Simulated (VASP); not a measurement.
Input of a VASP 6.6.1 run:

The input INCAR:

```
SYSTEM = ScF3
PREC = Accurate
ENCUT = 520
EDIFF = 1E-6
ISMEAR = 0
SIGMA = 0.05
LREAL = .FALSE.
LASPH = .TRUE.
NELM = 80
ALGO = Normal
ISIF = 2
LWAVE = .FALSE.
LCHARG = .TRUE.
LELF = .TRUE.
LVHAR = .TRUE.
NBANDS = 24
```

File KPOINTS:

```
Automatic mesh
0
G
  6 6 6
  0 0 0
```

The input POSCAR:

```
ScF3
1.0
    4.1464248234      0.7844587504      0.7844587504
    0.7844587504      4.1464248234      0.7844587504
    0.7844587504      0.7844587504      4.1464248234
Sc F
1 3
Direct
    0.0000000000      0.0000000000      0.0000000000
    0.5000000000      0.0000000000      0.0000000000
    0.0000000000      0.5000000000      0.0000000000
    0.0000000000      0.0000000000      0.5000000000
```

Potentials or basis: VASP PAW LDA potentials, release 64 (Sc_sv, F).

The run is started by

```sh
$ cat potpaw_LDA.64/Sc_sv/POTCAR potpaw_LDA.64/F/POTCAR > POTCAR
$ mpirun -np 1 vasp_std > vasp.out
```

(1) Estimate the band gap on the k mesh.

(2) Estimate the pressure.

## Answers

(1) 2.80 eV, indirect (the least direct gap lies 4.8 meV higher).

(2) -10.3 GPa.
